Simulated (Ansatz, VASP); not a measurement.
**HfB2: VASP beside Ansatz**

Contents of INCAR:

```
PREC     = Accurate       # precision mode
ENCUT    = 600            # plane-wave cutoff, eV
EDIFF    = 1E-6           # SCF threshold, eV
ISMEAR   = -1             # smearing method
SIGMA    = 0.05           # smearing width, eV
LREAL    = False          # projectors in reciprocal space
LASPH    = True           # aspherical terms in the spheres
NELM     = 150            # most SCF steps
ALGO     = Normal         # electronic algorithm
ISIF     = 3              # what is computed and relaxed
LWAVE    = False          # write WAVECAR
LCHARG   = False          # write CHGCAR
LMAXMIX  = 4              # l up to which the mixer works
LDAU     = True           # DFT+U
LDAUTYPE = 2            
LDAUL    = 2 -1           # shell
LDAUU    = 5 0            # U, eV
LDAUJ    = 0 0          
LDAUPRINT= 1            
GGA      = PE             # functional
IBRION   = 2              # ionic algorithm
NSW      = 60             # ionic steps
EDIFFG   = -0.01          # ionic threshold
```

KPOINTS

```
regular mesh
0
Gamma
  10 10 8
```

POSCAR

```
HfB2
1.0
    3.1400000000      0.0000000000      0.0000000000
   -1.5700000000      2.7193197679      0.0000000000
    0.0000000000      0.0000000000      3.4800000000
Hf B
1 2
Direct
    0.0000000000      0.0000000000      0.0000000000
    0.6666666667      0.3333333333      0.5000000000
    0.3333333333      0.6666666667      0.5000000000
```

File input.yaml:

```yaml
crystal:
  lattice:
    - [3.14, 0.0, 0.0]
    - [-1.57, 2.7193197679, 0.0]
    - [0.0, 0.0, 3.48]
  atoms:
    - { symbol: Hf, position: [0.0, 0.0, 0.0] }
    - { symbol: B, position: [0.6666666667, 0.3333333333, 0.5] }
    - { symbol: B, position: [0.3333333333, 0.6666666667, 0.5] }
hamiltonian:
  xc: pbe
  pseudopotentials: { kind: paw }
  hubbard: { sites: [{ species: Hf, l: d, u_eff: 5.0 }] }
kpoints:
  mp_grid: { grid: [10, 10, 8] }
scf:
  occupations: { method: fermi_dirac, width: 0.05 }
output:
  forces: true
  stress: true
  eigenvalues: true
relax:
  f_tol: 0.01
  max_steps: 40
  cell: { stress_tol: 0.05 }
```

Alike in both runs: task relaxation of cell and atoms; functional PBE; k mesh 10 × 10 × 8; occupations fermi-dirac, width 0.05 eV; no spin polarisation; Hubbard terms Hf d U = 5.0 eV.

```csv
,VASP,Ansatz
version,VASP 6.6.1,Ansatz 0.2.0
potentials or method,"VASP PAW PBE potentials, release 64 (Hf_pv, B)",Ansatz PAW
plane-wave cutoff (eV),600,420
valence electrons in the cell,16,32
```

```csv
,VASP,Ansatz,Ansatz less VASP
"gap on the k mesh at the Fermi level, each at its own relaxed structure (eV)",none,none,-
relaxed volume (Å³/atom),10.54,10.19,-0.351
relaxed cell length with the largest relative difference (Å),3.601,3.554,-0.0473
```

The programs project onto different local orbitals, so the same U acts differently, and such runs can settle in different states. A gap of «none» marks a metal or a gap that the smearing closes. VASP's potentials hold 16 valence electrons a cell and Ansatz's 32, so a difference there can come from the potentials and not from the codes.

Spin-orbit coupling is off throughout. Noted on Ansatz's run: the plane-wave basis is chosen anew once the cell has moved, so the energies of steps on either side of that aren't comparable.
